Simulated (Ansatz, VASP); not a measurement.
**Two plane-wave programs on Cu2Au**

```xyz
6
Lattice="0.0000 3.4692 3.4692 3.4692 0.0000 3.4692 3.4692 3.4692 0.0000" Properties=species:S:1:pos:R:3 pbc="T T T"
Cu    4.3366    4.3366    4.3366
Cu    4.3366    2.6019    2.6019
Cu    2.6019    2.6019    4.3366
Cu    2.6019    4.3366    2.6019
Au    0.0000    0.0000    0.0000
Au    1.7346    1.7346    1.7346
```

Alike in both runs: functional PBE; k mesh 4 × 4 × 4; occupations gaussian, width 0.1 eV; no spin polarisation.

Ansatz relaxed the structure, and its values are those at the end. VASP's run is a single point on that final structure, the one shown.

|  | VASP | Ansatz |
| --- | --- | --- |
| version | VASP 6.6.1 | Ansatz 0.2.0 |
| potentials or method | VASP PAW PBE potentials, release 64 (Cu, Au), cutoff 520 eV | scalar-relativistic, plane waves, PAW |
| valence electrons in the cell | 66 | 114 |

Ansatz gave:

| Quantity | Value |
| --- | --- |
| gap on the k mesh at the Fermi level (eV) | none |
| pressure (GPa) | 0.1 |

Question: Which values does VASP return?

Answer: gap on the k mesh at the Fermi level (eV): none; pressure (GPa): 0.2.

A gap of «none» marks a metal or a gap that the smearing closes. With one functional, cell and mesh, what is left measures potentials, basis and numerics. VASP's potentials hold 66 valence electrons a cell and Ansatz's 114, so a difference there can come from the potentials and not from the codes.

The k mesh is coarse, so the values compare programs but aren't converged. Neither program's run includes spin-orbit coupling.
